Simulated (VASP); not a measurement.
# SnO2 (P4_2/mnm) in VASP: further runs, part 2 of 2

VASP 6.6.1. Earlier steps stand in the parts before.

**3. Single point, PBE (uniaxial strain along c: -4.5 %, then relaxed in part)**

The input, INCAR:

```
ALGO = Normal
EDIFF = 1E-6
ENCUT = 520
GGA = PE
ISIF = 2
ISMEAR = 0
LASPH = True
LCHARG = True
LELF = True
LREAL = False
LVHAR = True
LWAVE = False
NBANDS = 35
NELM = 100
PREC = Accurate
SIGMA = 0.02
```

The input, KPOINTS:

```
k-points
0
Gamma
  6 6 8
```

The input, POSCAR:

```
SnO2
1.0
    4.9087928591      0.0000000000      0.0000000000
    0.0000000000      4.9087928591      0.0000000000
    0.0000000000      0.0000000000      3.0924353985
Sn O
2 4
Direct
    0.5000000000      0.5000000000      0.5000000000
    0.0000000000      0.0000000000      0.0000000000
    0.1948256072      0.8051743928      0.5000000000
    0.8051743928      0.1948256072      0.5000000000
    0.3051743928      0.3051743928      0.0000000000
    0.6948256072      0.6948256072      0.0000000000
```

Potentials or basis: VASP PAW PBE potentials, release 64 (Sn_d, O).

Run with:

```
$ cat potpaw_PBE.64/Sn_d/POTCAR potpaw_PBE.64/O/POTCAR > POTCAR
$ mpirun -np 1 vasp_std > vasp.out
```

OUTCAR:

```text
EDIFF = 1E-6
   ENCUT = 520
   GGA = PE
   ISIF = 2
   ISMEAR = 0
   LASPH = True
   LREAL = False
   NELM = 100
   PREC = Accurate

 ion  position               nearest neighbor table
   1  0.500  0.500  0.500-   5 2.05   6 2.05   5 2.05   6 2.05   3 2.12   4 2.12
   2  0.000  0.000  0.000-   3 2.05   4 2.05   3 2.05   4 2.05   5 2.12   6 2.12
   3  0.195  0.805  0.500-   2 2.05   2 2.05   1 2.12
   4  0.805  0.195  0.500-   2 2.05   2 2.05   1 2.12
   5  0.305  0.305  0.000-   1 2.05   1 2.05   2 2.12
   6  0.695  0.695  0.000-   1 2.05   1 2.05   2 2.12

  LATTYP: Found a simple tetragonal cell.
 ALAT       =     4.9087928591
 C/A-ratio  =     0.6299787926

  Lattice vectors:

 A1 = (   4.9087928591,   0.0000000000,   0.0000000000)
 A2 = (   0.0000000000,   4.9087928591,   0.0000000000)
 A3 = (   0.0000000000,   0.0000000000,   3.0924353985)

Analysis of symmetry for initial positions (statically):
=====================================================================
 Subroutine PRICEL returns:
 Original cell was already a primitive cell.
[... 184 lines left out ...]
 cond. band min:       6.6430542224   @ k =   0.0000   0.0000   0.0000
 fundamental gap:      0.9997576704
 Fermi energy:         5.7835448736

 k-point     1 :       0.0000    0.0000    0.0000
  band No.  band energies     occupation
      1     -15.4653      2.00000
      2     -14.8547      2.00000
      3     -14.5097      2.00000
      4     -14.4663      2.00000
      5     -14.4663      2.00000
      6     -14.3675      2.00000
[... 901 lines left out ...]
     34      17.4738      0.00000
     35      18.1391      0.00000

 [... further k-points ...]

------------------------ aborting loop because EDIFF is reached ----------------------------------------

  FORCE on cell =-STRESS in cart. coord.  units (eV):
  Direction    XX          YY          ZZ          XY          YZ          ZX
  --------------------------------------------------------------------------------------
  -------------------------------------------------------------------------------------
  Total        0.2482290      0.2482290      7.1790172     -0.0000000      0.0000000      0.0000000
  in kB        5.3371937      5.3371937    154.3567161     -0.0000000      0.0000000      0.0000000
  external PRESSURE =      55.0103679 kB  Pullay stress =       0.0000000 kB

 VOLUME and BASIS-vectors are now :
 -----------------------------------------------------------------------------
  energy-cutoff  :      520.00
  volume of cell :       74.52
      direct lattice vectors                 reciprocal lattice vectors
     4.908792859  0.000000000  0.000000000     0.203716072  0.000000000  0.000000000
     0.000000000  4.908792859  0.000000000     0.000000000  0.203716072  0.000000000
     0.000000000  0.000000000  3.092435399     0.000000000  0.000000000  0.323369730

 POSITION                                       TOTAL-FORCE (eV/Angst)
 -----------------------------------------------------------------------------------
      2.45440      2.45440      1.54622         0.000000     -0.000000     -0.000000
      0.00000      0.00000      0.00000         0.000000     -0.000000     -0.000000
      0.95636      3.95243      1.54622         0.023129     -0.023129     -0.000000
      3.95243      0.95636      1.54622        -0.023129      0.023129     -0.000000
      1.49804      1.49804      0.00000        -0.023129     -0.023129      0.000000
      3.41075      3.41075      0.00000         0.023129      0.023129     -0.000000
 -----------------------------------------------------------------------------------
    total drift:                                0.000000      0.000000     -0.000000

  FREE ENERGIE OF THE ION-ELECTRON SYSTEM (eV)
  ---------------------------------------------------
  free  energy   TOTEN  =       -37.1496276382 eV

  energy  without entropy=      -37.1496276382  energy(sigma->0) =      -37.14962764
```

OSZICAR:

```text
N       E                     dE             d eps       ncg     rms          rms(c)
DAV:   1     0.637356886251E+03    0.63736E+03   -0.25502E+04  3901   0.229E+03
DAV:   2     0.575938694778E+02   -0.57976E+03   -0.54785E+03  3812   0.612E+02
DAV:   3    -0.383399936073E+02   -0.95934E+02   -0.94341E+02  3885   0.208E+02
DAV:   4    -0.431513817693E+02   -0.48114E+01   -0.47801E+01  4414   0.504E+01
DAV:   5    -0.432773708791E+02   -0.12599E+00   -0.12578E+00  4396   0.855E+00    0.158E+01
DAV:   6    -0.370696571936E+02    0.62077E+01   -0.17438E+01  5499   0.640E+01    0.620E+00
DAV:   7    -0.371782532948E+02   -0.10860E+00   -0.20114E+00  4061   0.787E+00    0.320E+00
DAV:   8    -0.371557507871E+02    0.22503E-01   -0.16851E-01  5341   0.392E+00    0.760E-01
DAV:   9    -0.371488310643E+02    0.69197E-02   -0.33429E-02  5700   0.284E+00    0.128E-01
DAV:  10    -0.371495301225E+02   -0.69906E-03   -0.37829E-03  4603   0.512E-01    0.477E-02
DAV:  11    -0.371496287395E+02   -0.98617E-04   -0.18980E-04  5077   0.110E-01    0.168E-02
DAV:  12    -0.371496299687E+02   -0.12292E-05   -0.13747E-05  4964   0.248E-02    0.109E-02
DAV:  13    -0.371496276939E+02    0.22748E-05   -0.66134E-06  4263   0.393E-02    0.126E-03
DAV:  14    -0.371496276382E+02    0.55656E-07   -0.63890E-07  2281   0.570E-03
   1 F= -.37149628E+02 E0= -.37149628E+02  d E =-.172613E-25
```

stdout:

```text
POSCAR found type information on POSCAR SnO
 POSCAR found :  2 types and       6 ions
 scaLAPACK will be used
 LDA part: xc-table for (Slater+PW92), standard interpolation
 POSCAR, INCAR and KPOINTS ok, starting setup
 FFT: planning ... GRIDC
 FFT: planning ... GRID_SOFT
 FFT: planning ... GRID
 WAVECAR not read
 entering main loop
```

Run time: 74 s. Hardware: 1 thread of AMD EPYC 9R45 (Zen 5), shared host; peak memory 0.22 GiB.

Results:

* Free energy: -37.1496 eV
* Pressure: 5.5 GPa
* Largest force: 0.033 eV/Å
* Band gap on the k mesh: 1.00 eV

Forces on the atoms (eV/Å):
```
Sn   0.000  0.000  0.000
Sn   0.000  0.000  0.000
O    0.023 -0.023  0.000
O   -0.023  0.023  0.000
O   -0.023 -0.023  0.000
O    0.023  0.023  0.000
```

Stress tensor (GPa, compression positive):
```
 0.53  0.00  0.00
 0.00  0.53  0.00
 0.00  0.00 15.44
```

Caveat: the cell differs from its parent crystal (uniaxial strain along c: -4.5 %, then relaxed in part); the cell stands under pressure; spin-orbit coupling is left out, which moves the levels of the heavy elements.

**4. Single point, PBE (uniaxial strain along c: -1.5 %)**

The input, INCAR:

```
SYSTEM = SnO2
  ALGO = Normal
  EDIFF = 1E-6
  ENCUT = 520
  GGA = PE
  ISIF = 2
  ISMEAR = 0
  LASPH = .True.
  LCHARG = .False.
  LREAL = .False.
  LWAVE = .False.
  NBANDS = 35
  NELM = 80
  PREC = Accurate
  SIGMA = 0.02
```

The input, KPOINTS:

```
k-points
0
Gamma
  6 6 8
  0 0 0
```

The input, POSCAR:

```
SnO2
1.0
    4.8452923145      0.0000000000      0.0000000000
    0.0000000000      4.8452923145      0.0000000000
    0.0000000000      0.0000000000      3.1895799660
Sn O
2 4
Direct
    0.5000000000      0.5000000000      0.5000000000
    0.0000000000      0.0000000000      0.0000000000
    0.1934234765      0.8065765235      0.5000000000
    0.8065765235      0.1934234765      0.5000000000
    0.3065765235      0.3065765235      0.0000000000
    0.6934234765      0.6934234765      0.0000000000
```

Potentials or basis: VASP PAW PBE potentials, release 64 (Sn_d, O).

Run with:

```
$ cat potpaw_PBE.64/Sn_d/POTCAR potpaw_PBE.64/O/POTCAR > POTCAR
$ mpirun -np 1 vasp_std > vasp.out
```

OUTCAR:

```text
SYSTEM = SnO2
   EDIFF = 1E-6
   ENCUT = 520
   GGA = PE
   ISIF = 2
   ISMEAR = 0
   LASPH = .True.
   LREAL = .False.
   NELM = 80
   PREC = Accurate

 ion  position               nearest neighbor table
   1  0.500  0.500  0.500-   5 2.07   6 2.07   5 2.07   6 2.07   3 2.10   4 2.10
   2  0.000  0.000  0.000-   3 2.07   4 2.07   3 2.07   4 2.07   5 2.10   6 2.10
   3  0.193  0.807  0.500-   2 2.07   2 2.07   1 2.10
   4  0.807  0.193  0.500-   2 2.07   2 2.07   1 2.10
   5  0.307  0.307  0.000-   1 2.07   1 2.07   2 2.10
   6  0.693  0.693  0.000-   1 2.07   1 2.07   2 2.10

  LATTYP: Found a simple tetragonal cell.
 ALAT       =     4.8452923145
 C/A-ratio  =     0.6582843220

  Lattice vectors:

 A1 = (   4.8452923145,   0.0000000000,   0.0000000000)
 A2 = (   0.0000000000,   4.8452923145,   0.0000000000)
 A3 = (   0.0000000000,   0.0000000000,   3.1895799660)

Analysis of symmetry for initial positions (statically):
=====================================================================
 Subroutine PRICEL returns:
 Original cell was already a primitive cell.

 Routine SETGRP: Setting up the symmetry group for a
 simple tetragonal supercell.

 Subroutine GETGRP returns: Found 16 space group operations
 (whereof  8 operations were pure point group operations)
 out of a pool of 16 trial point group operations.

The static configuration has the point symmetry D_2h.
 The point group associated with its full space group is D_4h.

Analysis of symmetry for dynamics (positions and initial velocities):
=====================================================================
 Subroutine PRICEL returns:
 Original cell was already a primitive cell.

 Routine SETGRP: Setting up the symmetry group for a
 simple tetragonal supercell.

 Subroutine GETGRP returns: Found 16 space group operations
 (whereof  8 operations were pure point group operations)
 out of a pool of 16 trial point group operations.

The dynamic configuration has the point symmetry D_2h.
 The point group associated with its full space group is D_4h.

 Subroutine INISYM returns: Found 16 space group operations
 (whereof  8 operations are pure point group operations),
 and found     1 'primitive' translations

----------------------------------------------------------------------------------------

                                     Primitive cell

  volume of cell :      74.8813

  direct lattice vectors                    reciprocal lattice vectors
     4.845292314  0.000000000  0.000000000     0.206385897  0.000000000  0.000000000
     0.000000000  4.845292314  0.000000000     0.000000000  0.206385897  0.000000000
     0.000000000  0.000000000  3.189579966     0.000000000  0.000000000  0.313520906

  length of vectors
     4.845292314  4.845292314  3.189579966     0.206385897  0.206385897  0.313520906

  position of ions in fractional coordinates (direct lattice)
     0.500000000  0.500000000  0.500000000
     0.000000000  0.000000000  0.000000000
     0.193423477  0.806576523  0.500000000
     0.806576523  0.193423477  0.500000000
[... 34 lines left out ...]
 ===========================================

 Found     50 irreducible k-points:

 Following reciprocal coordinates:
            Coordinates               Weight
  0.000000  0.000000  0.000000      1.000000
  0.166667  0.000000  0.000000      4.000000
  0.333333  0.000000  0.000000      4.000000
  0.500000  0.000000  0.000000      2.000000
  0.166667  0.166667  0.000000      4.000000
  0.333333  0.166667  0.000000      8.000000
[... 16 lines left out ...]
  0.333333  0.000000  0.250000      8.000000
  0.500000  0.000000  0.250000      4.000000
 [... further k-points ...]
   k-points           NKPTS =     50   k-points in BZ     NKDIM =     50   number of bands    NBANDS=     35
   number of dos      NEDOS =    301   number of ions     NIONS =      6
   total plane-waves  NPLWV =  31104
   dimension x,y,z NGX =    36 NGY =   36 NGZ =   24
   dimension x,y,z NGXF=    72 NGYF=   72 NGZF=   48
   ions per type =               2   4
   NGX,Y,Z   is equivalent  to a cutoff of  12.35, 12.35, 12.51 a.u.
   NGXF,Y,Z  is equivalent  to a cutoff of  24.70, 24.70, 25.02 a.u.
 SYSTEM =  SnO2
   PREC   = accura    normal or accurate (medium, high low for compatibility)
   ISTART =      0    job   : 0-new  1-cont  2-samecut
   ICHARG =      2    charge: 1-file 2-atom 10-const
   ISPIN  =      1    spin polarized calculation?
   LNONCOLLINEAR =      F non collinear calculations
   LSORBIT =      F    spin-orbit coupling
   LASPH  =      T    aspherical Exc in radial PAW
   ENCUT  =  520.0 eV  38.22 Ry    6.18 a.u.   9.01  9.01  5.93*2*pi/ulx,y,z
   NELM   =     80;   NELMIN=  2; NELMDL= -5     # of ELM steps
   EDIFF  = 0.1E-05   stopping-criterion for ELM
   LREAL  =      F    real-space projection
   EDIFFG = 0.1E-04   stopping-criterion for IOM
   NSW    =      0    number of steps for IOM
   IBRION =     -1    ionic relax: 0-MD 1-quasi-New 2-CG
   NFREE  =      0    steps in history (QN), initial steepest desc. (CG)
   ISIF   =      2    stress and relaxation
   ISYM   =      2    0-nonsym 1-usesym 2-fastsym
   POTIM  = 0.5000    time-step for ionic-motion
   TEBEG  =    0.0;   TEEND  =   0.0 temperature during run
   PSTRESS=    0.0 pullay stress
   NELECT =      52.0000    total number of electrons
   NUPDOWN=      -1.0000    fix difference up-down
   EMIN   =  10.00;   EMAX   =-10.00  energy-range for DOS
   EFERMI =   0.00;   METHOD = LEGACY
   ISMEAR =     0;   SIGMA  =   0.02  broadening in eV -4-tet -1-fermi 0-gaus
   EFERMI_NEDOS =   21; number of points for ismear=-14 and -15
   IALGO  =     38    algorithm
   IMIX   =      4    mixing-type and parameters
     AMIX     =   0.40;   BMIX     =  1.00
     AMIX_MAG =   1.60;   BMIX_MAG =  1.00
  volume/ion in A,a.u.               =      12.48        84.22
  Fermi-wavevector in a.u.,A,eV,Ry     =   1.449722  2.739578 28.595289  2.101694
  Thomas-Fermi vector in A             =   2.567416
   LORBIT       =      0    0 simple, 1 ext, 2 COOP (PROOUT), +10 PAW based schemes
   GGA     = PE    functional components
   LHFCALC =     F    Hartree Fock is set to
   AEXX    =    0.0000 exact exchange contribution
   IVDW    =     0    specifies the selected vdW correction
   LEPSILON=     F    determine dielectric tensor
   LRPA    =     F    only Hartree local field effects (RPA)
 non-spin polarized calculation
 Gauss-broadening in eV      SIGMA  =   0.02
  energy-cutoff  :      520.00
  volume of cell :       74.88
 maximum number of plane-waves:      2036
   NGX = 19   NGY = 19   NGZ = 11

 number of electron      52.0000005 magnetization

 Free energy of the ion-electron system (eV)
  ---------------------------------------------------
  ext. energy  EPLUGINS =         0.00000000
  ---------------------------------------------------
  free energy    TOTEN  =       -37.28962271 eV

  energy without entropy =      -37.28962271  energy(sigma->0) =      -37.28962271

 E-fermi :   5.7046     XC(G=0): -11.0071

 val. band max:        5.6096201872   @ k =   0.0000   0.0000   0.0000
 cond. band min:       6.4345208385   @ k =   0.0000   0.0000   0.0000
 fundamental gap:      0.8249006513
 Fermi energy:         5.7045723373

 k-point     1 :       0.0000    0.0000    0.0000
  band No.  band energies     occupation
      1     -15.4475      2.00000
      2     -14.7923      2.00000
      3     -14.5444      2.00000
      4     -14.5165      2.00000
      5     -14.5165      2.00000
      6     -14.4303      2.00000
[... 901 lines left out ...]
     34      17.6203      0.00000
     35      17.9614      0.00000

 [... further k-points ...]

------------------------ aborting loop because EDIFF is reached ----------------------------------------

  FORCE on cell =-STRESS in cart. coord.  units (eV):
  Direction    XX          YY          ZZ          XY          YZ          ZX
  --------------------------------------------------------------------------------------
  -------------------------------------------------------------------------------------
  Total        0.5893290      0.5893290      2.7918326     -0.0000000      0.0000000      0.0000000
  in kB       12.6094159     12.6094159     59.7346740     -0.0000000      0.0000000      0.0000000
  external PRESSURE =      28.3178353 kB  Pullay stress =       0.0000000 kB

 VOLUME and BASIS-vectors are now :
 -----------------------------------------------------------------------------
  energy-cutoff  :      520.00
  volume of cell :       74.88
      direct lattice vectors                 reciprocal lattice vectors
     4.845292314  0.000000000  0.000000000     0.206385897  0.000000000  0.000000000
     0.000000000  4.845292314  0.000000000     0.000000000  0.206385897  0.000000000
     0.000000000  0.000000000  3.189579966     0.000000000  0.000000000  0.313520906

 POSITION                                       TOTAL-FORCE (eV/Angst)
 -----------------------------------------------------------------------------------
      2.42265      2.42265      1.59479         0.000000     -0.000000      0.000000
      0.00000      0.00000      0.00000         0.000000     -0.000000      0.000000
      0.93719      3.90810      1.59479         0.064520     -0.064520      0.000000
      3.90810      0.93719      1.59479        -0.064520      0.064520      0.000000
      1.48545      1.48545      0.00000        -0.064520     -0.064520      0.000000
      3.35984      3.35984      0.00000         0.064520      0.064520      0.000000
 -----------------------------------------------------------------------------------
    total drift:                                0.000000      0.000000      0.000000

  FREE ENERGIE OF THE ION-ELECTRON SYSTEM (eV)
  ---------------------------------------------------
  free  energy   TOTEN  =       -37.2896227115 eV

  energy  without entropy=      -37.2896227115  energy(sigma->0) =      -37.28962271
```

Wall time 62 s (1 thread of AMD EPYC 9R45 (Zen 5), shared host); peak memory 0.21 GiB.

Results:

```yaml
Free_energy: -37.2896 eV
Pressure: 2.8 GPa
Largest_force: 0.091 eV/Å
Band_gap_on_the_k_mesh: 0.82 eV
```

Forces in eV/Å, atoms in the order of the input:
```
Sn   0.000  0.000  0.000
Sn   0.000  0.000  0.000
O    0.065 -0.065  0.000
O   -0.065  0.065  0.000
O   -0.065 -0.065  0.000
O    0.065  0.065  0.000
```

Stress tensor (GPa, compression positive):
```
1.26 0.00 0.00
0.00 1.26 0.00
0.00 0.00 5.97
```

Caveat: the cell differs from its parent crystal (uniaxial strain along c: -1.5 %); spin-orbit coupling is left out, which moves the levels of the heavy elements.

**5. Overview**

```csv
cell,gap on the mesh (eV),pressure (GPa),largest force (eV/Å)
"a = 4.863, b = 4.863, c = 3.141 Å, 6 atoms",0.97,5.2,0.12
"a = 4.909, b = 4.909, c = 3.092 Å, 6 atoms",1.00,5.5,0.03
"a = 4.845, b = 4.845, c = 3.190 Å, 6 atoms",0.82,2.8,0.09
```

Alike in all rows: task single point; level PBE; potentials or basis VASP PAW PBE potentials, release 64 (Sn_d, O); no spin polarisation; k mesh 6 × 6 × 8; cutoff (eV) 520; smearing gaussian 0.02 eV.

Caveats: spin-orbit coupling is left out, which moves the levels of the heavy elements; the cell stands under pressure (at least some runs).

Total energies depend on the potentials used, so only differences within one code and one set of settings carry meaning.
